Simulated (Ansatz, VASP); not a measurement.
## One calculation of MoS2, two programs

The input INCAR:

```
PREC     = Accurate       # precision mode
ENCUT    = 520            # plane-wave cutoff, eV
EDIFF    = 1E-6           # SCF threshold, eV
ISMEAR   = 1              # smearing method
SIGMA    = 0.2            # smearing width, eV
LREAL    = F              # projectors in reciprocal space
LASPH    = T              # aspherical terms in the spheres
NELM     = 60             # most SCF steps
ALGO     = Normal         # electronic algorithm
ISIF     = 2              # what is computed and relaxed
LWAVE    = F              # write WAVECAR
LCHARG   = F              # write CHGCAR
GGA      = PS             # functional
NBANDS   = 35             # bands
```

Contents of KPOINTS:

```
Automatic mesh
0
Gamma
  12 12 4
```

Contents of POSCAR:

```
MoS2
1.0
    3.2443197261      0.0000000000      0.0000000000
   -1.6221598631      2.8096633008      0.0000000000
    0.0000000000      0.0000000000     12.0698426770
Mo S
2 4
Direct
    0.3333333333      0.6666666667      0.2500000000
    0.6666666667      0.3333333333      0.7500000000
    0.3333333333      0.6666666667      0.6259932117
    0.6666666667      0.3333333333      0.1259932117
    0.3333333333      0.6666666667      0.8740067883
    0.6666666667      0.3333333333      0.3740067883
```

Input for Ansatz:

```yaml
crystal:
  lattice:
    - [3.2443197261, 0.0, 0.0]
    - [-1.6221598631, 2.8096633008, 0.0]
    - [0.0, 0.0, 12.069842677]
  atoms:
    - { symbol: Mo, position: [0.3333333333, 0.6666666667, 0.25] }
    - { symbol: Mo, position: [0.6666666667, 0.3333333333, 0.75] }
    - { symbol: S, position: [0.3333333333, 0.6666666667, 0.6259932117] }
    - { symbol: S, position: [0.6666666667, 0.3333333333, 0.1259932117] }
    - { symbol: S, position: [0.3333333333, 0.6666666667, 0.8740067883] }
    - { symbol: S, position: [0.6666666667, 0.3333333333, 0.3740067883] }
basis:
  ecutwfc: 420
kpoints:
  mp_grid: { grid: [12, 12, 4] }
hamiltonian:
  xc: pbesol
scf:
  occupations: { method: cold, width: 0.2 }
output:
  forces: true
  stress: true
  eigenvalues: true
```

Alike in both runs: task single point; functional PBEsol; k mesh 12 × 12 × 4; no spin polarisation.

|  | VASP | Ansatz |
| --- | --- | --- |
| version | VASP 6.6.1 | Ansatz 0.2.0 |
| potentials or method | VASP PAW PBE potentials, release 64 (Mo_sv, S), cutoff 520 eV | scalar-relativistic, plane waves, PAW |
| occupations | methfessel-paxton of order 1, width 0.2 eV | cold, width 0.2 eV |
| valence electrons in the cell | 52 | 52 |

|  | VASP | Ansatz | Ansatz less VASP |
| --- | --- | --- | --- |
| pressure (GPa) | -2.7 | -2.7 | +0.02 |
| traceless stress, the component that is largest in VASP (GPa) | 7.90 | 7.90 | -0.006 |
| rms of the force components (eV/Å) | 0.251 | 0.251 | -0.0006 |

VASP's potentials were made for PBE, not for PBEsol. Atom by atom the forces differ by 0.001 eV/Å (rms over components).
